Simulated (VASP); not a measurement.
# CaCu4Bi (P-6m2) in VASP: notebook, part 2 of 2

VASP 6.6.1. Earlier steps stand in the parts before.

## (4) Relaxation of cell and atoms, PBE

INCAR

```
SYSTEM = CaCu4Bi
  PREC = Accurate
  ENCUT = 600
  EDIFF = 1E-6
  ISMEAR = 0
  SIGMA = 0.1
  LREAL = .False.
  LASPH = .True.
  NELM = 80
  ALGO = Fast
  ISIF = 3
  LWAVE = .False.
  LCHARG = .False.
  GGA = PE
  IBRION = 2
  NSW = 90
  EDIFFG = -0.04
```

KPOINTS

```
Automatic mesh
0
Gamma
  6 6 4
  0 0 0
```

POSCAR

```
CaCu4Bi
1.0
    5.4710648200      0.0000000000      0.0000000000
   -2.7355324100      4.7380811200      0.0000000000
    0.0000000000      0.0000000000      4.3937646300
Ca Cu Bi
1 4 1
Direct
    0.0000000000      0.0000000000      0.0000000000
    0.6666666700      0.3333333300      0.0000000000
    0.0030570000      0.5015285000      0.5000000000
    0.4984715000      0.5015285000      0.5000000000
    0.4984715000      0.9969430000      0.5000000000
    0.3333333300      0.6666666700      0.0000000000
```

Potentials or basis: VASP PAW PBE potentials, release 64 (Ca_sv, Cu, Bi_d).

Run with:

```bash
cat potpaw_PBE.64/Ca_sv/POTCAR potpaw_PBE.64/Cu/POTCAR potpaw_PBE.64/Bi_d/POTCAR > POTCAR
mpirun -np 1 vasp_std > vasp.out
```

OUTCAR:

```text
SYSTEM = CaCu4Bi
   PREC = Accurate
   ENCUT = 600
   EDIFF = 1E-6
   ISMEAR = 0
   LREAL = .False.
   LASPH = .True.
   NELM = 80
   ISIF = 3
   GGA = PE
   IBRION = 2
   NSW = 90
   EDIFFG = -0.04

 ion  position               nearest neighbor table
   1  0.000  0.000  0.000-   6 3.16   6 3.16   6 3.16
   2  0.667  0.333  0.000-   3 2.71   3 2.71   5 2.71   5 2.71   4 2.71   4 2.71   6 3.16   6 3.16
                             6 3.16
   3  0.003  0.502  0.500-   6 2.70   6 2.70   4 2.71   5 2.71   2 2.71   2 2.71   4 2.76   5 2.76

   4  0.498  0.502  0.500-   6 2.70   6 2.70   3 2.71   5 2.71   2 2.71   2 2.71   3 2.76   5 2.76

   5  0.498  0.997  0.500-   6 2.70   6 2.70   3 2.71   4 2.71   2 2.71   2 2.71   3 2.76   4 2.76

   6  0.333  0.667  0.000-   3 2.70   3 2.70   5 2.70   5 2.70   4 2.70   4 2.70   1 3.16   2 3.16
                             2 3.16   1 3.16   1 3.16   2 3.16

  LATTYP: Found a hexagonal cell.
 ALAT       =     5.4710648200
 C/A-ratio  =     0.8030913130

  Lattice vectors:

 A1 = (   5.4710648200,   0.0000000000,   0.0000000000)
 A2 = (  -2.7355324100,   4.7380811200,   0.0000000000)
 A3 = (   0.0000000000,   0.0000000000,   4.3937646300)

Analysis of symmetry for initial positions (statically):
=====================================================================
 Subroutine PRICEL returns:
 Original cell was already a primitive cell.

 Routine SETGRP: Setting up the symmetry group for a
 hexagonal supercell.

 Subroutine GETGRP returns: Found 12 space group operations
 (whereof 12 operations were pure point group operations)
 out of a pool of 24 trial point group operations.

The static configuration has the point symmetry D_3h.

Analysis of symmetry for dynamics (positions and initial velocities):
=====================================================================
 Subroutine PRICEL returns:
 Original cell was already a primitive cell.

 Routine SETGRP: Setting up the symmetry group for a
 hexagonal supercell.

 Subroutine GETGRP returns: Found 12 space group operations
 (whereof 12 operations were pure point group operations)
 out of a pool of 24 trial point group operations.

The dynamic configuration has the point symmetry D_3h.

 Subroutine INISYM returns: Found 12 space group operations
 (whereof 12 operations are pure point group operations),
 and found     1 'primitive' translations

----------------------------------------------------------------------------------------

                                     Primitive cell

  volume of cell :     113.8967

  direct lattice vectors                    reciprocal lattice vectors
     5.471064820  0.000000000  0.000000000     0.182779776  0.105527953  0.000000000
    -2.735532410  4.738081120  0.000000000     0.000000000  0.211055905  0.000000000
     0.000000000  0.000000000  4.393764630     0.000000000  0.000000000  0.227595259

  length of vectors
     5.471064820  5.471064820  4.393764630     0.211055905  0.211055905  0.227595259

  position of ions in fractional coordinates (direct lattice)
     0.000000000  0.000000000  0.000000000
     0.666666670  0.333333330  0.000000000
     0.003057000  0.501528500  0.500000000
     0.498471500  0.501528500  0.500000000
     0.498471500  0.996943000  0.500000000
[... 41 lines left out ...]
  0.333333  0.000000  0.000000      6.000000
  0.500000 -0.000000  0.000000      3.000000
  0.166667  0.166667  0.000000      6.000000
  0.333333  0.166667  0.000000     12.000000
[... 13 lines left out ...]
  0.333333  0.166667  0.500000     12.000000
  0.333333  0.333333  0.500000      2.000000
   k-points           NKPTS =     21   k-points in BZ     NKDIM =     21   number of bands    NBANDS=     41
   number of dos      NEDOS =    301   number of ions     NIONS =      6
   total plane-waves  NPLWV =  82944
   dimension x,y,z NGX =    48 NGY =   48 NGZ =   36
   dimension x,y,z NGXF=    96 NGYF=   96 NGZF=   72
   ions per type =               1   4   1
   NGX,Y,Z   is equivalent  to a cutoff of  14.59, 14.59, 13.62 a.u.
   NGXF,Y,Z  is equivalent  to a cutoff of  29.17, 29.17, 27.24 a.u.
 SYSTEM =  CaCu4Bi
   PREC   = accura    normal or accurate (medium, high low for compatibility)
   ISTART =      0    job   : 0-new  1-cont  2-samecut
   ICHARG =      2    charge: 1-file 2-atom 10-const
   ISPIN  =      1    spin polarized calculation?
   LNONCOLLINEAR =      F non collinear calculations
   LSORBIT =      F    spin-orbit coupling
   LASPH  =      T    aspherical Exc in radial PAW
   ENCUT  =  600.0 eV  44.10 Ry    6.64 a.u.  10.93 10.93  8.78*2*pi/ulx,y,z
   NELM   =     80;   NELMIN=  2; NELMDL= -5     # of ELM steps
   EDIFF  = 0.1E-05   stopping-criterion for ELM
   LREAL  =      F    real-space projection
   EDIFFG = -.4E-01   stopping-criterion for IOM
   NSW    =     90    number of steps for IOM
   IBRION =      2    ionic relax: 0-MD 1-quasi-New 2-CG
   NFREE  =      1    steps in history (QN), initial steepest desc. (CG)
   ISIF   =      3    stress and relaxation
   ISYM   =      2    0-nonsym 1-usesym 2-fastsym
   POTIM  = 0.5000    time-step for ionic-motion
   TEBEG  =    0.0;   TEEND  =   0.0 temperature during run
   PSTRESS=    0.0 pullay stress
   NELECT =      69.0000    total number of electrons
   NUPDOWN=      -1.0000    fix difference up-down
   EMIN   =  10.00;   EMAX   =-10.00  energy-range for DOS
   EFERMI =   0.00;   METHOD = LEGACY
   ISMEAR =     0;   SIGMA  =   0.10  broadening in eV -4-tet -1-fermi 0-gaus
   EFERMI_NEDOS =   21; number of points for ismear=-14 and -15
   IALGO  =     68    algorithm
   IMIX   =      4    mixing-type and parameters
     AMIX     =   0.40;   BMIX     =  1.00
     AMIX_MAG =   1.60;   BMIX_MAG =  1.00
  volume/ion in A,a.u.               =      18.98       128.10
  Fermi-wavevector in a.u.,A,eV,Ry     =   1.385227  2.617699 26.107575  1.918853
  Thomas-Fermi vector in A             =   2.509657
   LORBIT       =      0    0 simple, 1 ext, 2 COOP (PROOUT), +10 PAW based schemes
   GGA     = PE    functional components
   LHFCALC =     F    Hartree Fock is set to
   AEXX    =    0.0000 exact exchange contribution
   IVDW    =     0    specifies the selected vdW correction
   LEPSILON=     F    determine dielectric tensor
   LRPA    =     F    only Hartree local field effects (RPA)
 conjugate gradient relaxation of ions
 non-spin polarized calculation
 RMM-DIIS sequential band-by-band and
 Gauss-broadening in eV      SIGMA  =   0.10
  energy-cutoff  :      600.00
  volume of cell :      113.90
 maximum number of plane-waves:      3817
 NGX is ok and might be reduce to    48
   NGX = 21   NGY = 21   NGZ = 17

--------------------------------------- Ionic step        1  -------------------------------------------

 number of electron      69.0000014 magnetization

 Free energy of the ion-electron system (eV)
  ---------------------------------------------------
  ext. energy  EPLUGINS =         0.00000000
  ---------------------------------------------------
  free energy    TOTEN  =       -20.63209365 eV

  energy without entropy =      -20.62644954  energy(sigma->0) =      -20.62927160

------------------------ aborting loop because EDIFF is reached ----------------------------------------

  FORCE on cell =-STRESS in cart. coord.  units (eV):
  Direction    XX          YY          ZZ          XY          YZ          ZX
  --------------------------------------------------------------------------------------
  -------------------------------------------------------------------------------------
  Total       -1.1572914     -1.1572914     -0.0121837      0.0000000     -0.0000000      0.0000000
  in kB      -16.2795412    -16.2795412     -0.1713866      0.0000000     -0.0000000      0.0000000
  external PRESSURE =     -10.9101564 kB  Pullay stress =       0.0000000 kB
[... 101 lines left out ...]
  FREE ENERGIE OF THE ION-ELECTRON SYSTEM (eV)
  ---------------------------------------------------
  free  energy   TOTEN  =       -20.8981602177 eV

  energy  without entropy=      -20.8928518909  energy(sigma->0) =      -20.89550605

[... ionic steps 4 to 7 ...]

--------------------------------------- Ionic step        8  -------------------------------------------

 number of electron      68.9999981 magnetization

------------------------ aborting loop because EDIFF is reached ----------------------------------------
[... 75 lines left out ...]
--------------------------------------- Ionic step       10  -------------------------------------------

 number of electron      68.9999985 magnetization

 Free energy of the ion-electron system (eV)
  ---------------------------------------------------
  ext. energy  EPLUGINS =         0.00000000
  ---------------------------------------------------
  free energy    TOTEN  =       -20.95320722 eV

  energy without entropy =      -20.94287977  energy(sigma->0) =      -20.94804349

 E-fermi :   6.2840     XC(G=0): -10.7497

 val. band max:        6.2551541010   @ k =   0.3333   0.1667   0.0000
 cond. band min:       6.3573513294   @ k =   0.1667   0.0000   0.2500
 fundamental gap:      0.1021972284
 Fermi energy:         6.2839681976

 k-point     1 :       0.0000    0.0000    0.0000
  band No.  band energies     occupation
      1     -35.2482      2.00000
      2     -16.6472      2.00000
      3     -16.6472      2.00000
      4     -16.5601      2.00000
      5     -16.5535      2.00000
      6     -16.5535      2.00000
[... 946 lines left out ...]
  FREE ENERGIE OF THE ION-ELECTRON SYSTEM (eV)
  ---------------------------------------------------
  free  energy   TOTEN  =       -20.9532072179 eV

  energy  without entropy=      -20.9428797685  energy(sigma->0) =      -20.94804349

 reached required accuracy - stopping structural energy minimisation
```

It took 51 min on 1 thread of Oxide Virtual Turin-like, shared host; peak memory 0.33 GiB.

Results:

```yaml
Free_energy: -20.9532 eV
Relaxed_volume: 18.76 Å³/atom
Relaxed_cell: a = 5.512 Å, b = 5.512 Å, c = 4.278 Å, α = 90.00°, β = 90.00°, γ = 120.00°
Space_group_after_relaxing_to_0.1_Å: P-6m2 (No. 187)
Energy_gained_by_relaxing: 53.5 meV/atom
Ionic_steps: 10
Pressure_after_relaxing: -0.1 GPa
Band_gap_on_the_k_mesh: zero (an odd number of electrons rules out a gap without spin polarisation)
```

The path:
```tsv
step	energy change (eV)	largest force (eV/Å)	pressure (GPa)	volume (Å³)
1	0.0000	1.1840	-1.09	113.90
2	-0.1847	0.8044	-0.37	111.78
3	-0.2661	0.0554	1.99	108.74
4	-0.2725	0.2136	1.22	109.50
5	-0.2729	0.1640	1.41	109.35
6	-0.3030	0.0365	-0.16	112.03
7	-0.3052	0.0165	-0.80	113.30
8	-0.3189	0.0523	-0.20	112.62
9	-0.3204	0.0693	0.10	112.31
10	-0.3211	0.0011	-0.07	112.56
```

Final structure:
```yaml
crystal:
  lattice:
    - [5.51173, 0.00000, 0.00000]
    - [-2.75586, 4.77330, 0.00000]
    - [0.00000, 0.00000, 4.27845]
  atoms:
    - { symbol: Ca, position: [0.00000, 0.00000, 0.00000] }
    - { symbol: Cu, position: [0.66667, 0.33333, 0.00000] }
    - { symbol: Cu, position: [0.96772, 0.48386, 0.50000] }
    - { symbol: Cu, position: [0.51614, 0.48386, 0.50000] }
    - { symbol: Cu, position: [0.51614, 0.03228, 0.50000] }
    - { symbol: Bi, position: [0.33333, 0.66667, 0.00000] }
```

Levels at points of the mesh, in eV from the Fermi level:
```csv
k point,band 31,band 32,band 33,band 34,band 35,band 36,band 37,band 38
"(0.00, 0.00, 0.00)",-1.94,-1.52,-1.32,-1.32,0.17,0.17,0.54,3.34
"(0.50, 0.00, 0.00)",-2.21,-1.91,-1.50,-0.07,0.79,1.49,1.50,2.21
"(0.00, 0.00, 0.50)",-1.94,-1.73,-1.63,-1.63,-0.48,0.51,0.51,2.32
"(0.50, 0.00, 0.50)",-2.06,-2.04,-1.96,-1.36,0.21,0.27,0.70,2.31
```

Caveat: spin-orbit coupling is left out, which moves the levels of the heavy elements.

## (5) Single point, PBE

This run uses another cell than the first one, of 18.68 Å³/atom.

INCAR

```
PREC = Accurate
ENCUT = 520
EDIFF = 1E-7
ISMEAR = 0
SIGMA = 0.1
LREAL = False
LASPH = True
NELM = 80
ALGO = Fast
ISIF = 2
LWAVE = False
LCHARG = True
GGA = PE
LELF = True
LVHAR = True
NBANDS = 44
```

KPOINTS

```
Automatic mesh
0
Gamma
  12 12 10
```

POSCAR

```
CaCu4Bi
1.0
    5.5296675771      0.0000000000      0.0000000000
   -2.7648337886      4.7888325963      0.0000000000
    0.0000000000      0.0000000000      4.2323297141
Ca Cu Bi
1 4 1
Direct
    0.0000000000      0.0000000000      0.0000000000
    0.6666666667      0.3333333333      0.0000000000
    0.9677399162      0.4838699581      0.5000000000
    0.5161300419      0.4838699581      0.5000000000
    0.5161300419      0.0322600838      0.5000000000
    0.3333333333      0.6666666667      0.0000000000
```

Run with:

```bash
cat potpaw_PBE.64/Ca_sv/POTCAR potpaw_PBE.64/Cu/POTCAR potpaw_PBE.64/Bi_d/POTCAR > POTCAR
mpirun -np 1 vasp_std > vasp.out
```

Run time: 47 min. Hardware: 1 thread of Oxide Virtual Turin-like, shared host; peak memory 0.57 GiB.

Results (log left out):

```yaml
Free_energy: -20.9951 eV
Pressure: 0.2 GPa
Band_gap_on_the_k_mesh: zero (an odd number of electrons rules out a gap without spin polarisation)
```

Stress tensor (GPa, compression positive):
```
0.16 0.00 0.00
0.00 0.16 0.00
0.00 0.00 0.31
```

Levels at points of the mesh, in eV from the Fermi level:
| k point | band 32 | band 33 | band 34 | band 35 | band 36 | band 37 |
| --- | --- | --- | --- | --- | --- | --- |
| (0.00, 0.00, 0.00) | -1.42 | -1.34 | -1.34 | 0.13 | 0.13 | 0.62 |
| (0.50, 0.00, 0.00) | -1.92 | -1.53 | 0.01 | 0.85 | 1.48 | 1.59 |
| (0.00, 0.00, 0.50) | -1.78 | -1.63 | -1.63 | -0.45 | 0.50 | 0.50 |
| (0.50, 0.00, 0.50) | -2.04 | -1.97 | -1.35 | 0.21 | 0.29 | 0.72 |

Caveat: spin-orbit coupling is left out, which moves the levels of the heavy elements.

## (6) Summary

```csv
task,cell,k mesh,cutoff (eV),gap on the mesh (eV),pressure (GPa)
single point,"a = 5.471, b = 5.471, c = 4.394 Å, angles 90.0, 90.0, 120.0°, 6 atoms, atomic positions A",6 × 6 × 4,520,none,-1.1
single point,"a = 5.501, b = 5.501, c = 4.264 Å, angles 90.0, 90.0, 120.0°, 6 atoms, atomic positions B",6 × 6 × 4,520,none,0.2
relaxation of cell and atoms,"relaxed from a = 5.471, b = 5.471, c = 4.394 Å, angles 90.0, 90.0, 120.0°, 6 atoms, atomic positions A",6 × 6 × 4,600,none,-0.1
single point,"a = 5.530, b = 5.530, c = 4.232 Å, angles 90.0, 90.0, 120.0°, 6 atoms, atomic positions C",12 × 12 × 10,520,none,0.2
```

Alike in all rows: level PBE; potentials or basis VASP PAW PBE potentials, release 64 (Ca_sv, Cu, Bi_d); no spin polarisation; smearing gaussian 0.1 eV.

Caveats: some runs use coarse meshes; spin-orbit coupling is left out, which moves the levels of the heavy elements; forces of over 1 eV/Å act on the atoms, so gaps and moduli don't describe the material at rest (at least some runs).

Total energies depend on the potentials used, so only differences within one code and one set of settings carry meaning.

The gap in the log of VASP goes by the Fermi energy; the results here count the filled bands.